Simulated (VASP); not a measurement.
Set up this calculation in VASP 6.6.1, as the native input.

```yaml
Task: single point
Functional: PBE
Potentials_or_basis: VASP PAW PBE potentials, release 64 (O, H, C)
Cutoff: 520 eV
k_mesh: 1 × 1 × 1
Occupations: fermi-dirac, width 0.05 eV
Spin: no spin polarisation
Dipole_correction: no
Further_INCAR_settings: ALGO = Normal; EDIFF = 1e-06; NBANDS = 61
```

The structure of H18CO10 lies in POSCAR:

```
H18CO10
1.0
    6.9394920000     -0.1768850000     -0.1891480000
   -0.1768850000      6.7468070000     -0.2376860000
   -0.1891480000     -0.2376860000      6.6967100000
O H C
10 18 1
Direct
    0.7674515076      0.6506977290      0.2998970626
    0.0603510153      0.4852669677      0.5924933943
    0.7863354295      0.0696798550      0.0573260153
    0.0895730654      0.8203564799      0.8706558618
    0.6809151084      0.4532820030      0.9031349001
    0.1329556862      0.2014341153      0.3008979590
    0.5494936228      0.3483477953      0.4810471133
    0.2964787429      0.4917524028      0.0244688844
    0.4875817088      0.8858579543      0.2388308795
    0.4193718183      0.7767551703      0.5378383072
    0.7799880165      0.5894375917      0.1647277897
    0.8927741680      0.6416296738      0.3817356342
    0.1850586297      0.5310885939      0.5428091993
    0.0326527655      0.3690233307      0.5034095675
    0.8587207082     -0.0072370492     -0.0430054222
    0.7203387273      0.1748107734     -0.0054801980
    0.2054679670      0.8896098200      0.8199118156
    0.0465900036      0.7068225526      0.7781454223
    0.5458063221      0.4890190463      0.9385162498
    0.6670052628      0.4270579412      0.7572775893
    0.1680301617      0.3135312599      0.2251410857
   -0.0024403897      0.1649676049      0.2441719733
    0.6177714109      0.4721649068      0.4435726222
    0.5516301052      0.2602757574      0.3700479243
    0.2459619704      0.6247284441      0.0261490224
    0.2290494873      0.4286438294     -0.0969271643
    0.6144142342      0.8289441339      0.2812341641
    0.2243399654      0.8950121441      0.3420135129
    0.3701465059      0.8502212597      0.3866672085
```

The input as run:

INCAR

```
PREC     = Accurate       # precision mode
ENCUT    = 520            # plane-wave cutoff, eV
EDIFF    = 1E-6           # SCF threshold, eV
ISMEAR   = -1             # smearing method
SIGMA    = 0.05           # smearing width, eV
LREAL    = F              # projectors in reciprocal space
LASPH    = T              # aspherical terms in the spheres
NELM     = 120            # most SCF steps
ALGO     = Normal         # electronic algorithm
ISIF     = 2              # what is computed and relaxed
LWAVE    = F              # write WAVECAR
LCHARG   = F              # write CHGCAR
GGA      = PE             # functional
NBANDS   = 61             # bands
GGA_COMPAT= F
```

KPOINTS

```
regular mesh
0
Gamma
  1 1 1
```

Potentials or basis: VASP PAW PBE potentials, release 64 (O, H, C).

Run with:

```console
$ cat potpaw_PBE.64/O/POTCAR potpaw_PBE.64/H/POTCAR potpaw_PBE.64/C/POTCAR > POTCAR
$ mpirun -np 1 vasp_gam > vasp.out
```

Results of the run:

| Property | Result |
| --- | --- |
| Pressure | 0.6 GPa |
| Largest force | 3.508 eV/Å |

Caveat: the k points lie up to 0.94 Å⁻¹ apart; the atoms stand as in a frame of molecular dynamics.

It took 38 s on 1 thread of Intel(R) Xeon(R) Platinum 8488C (Sapphire Rapids), with other jobs on the host, peak memory 0.34 GiB.
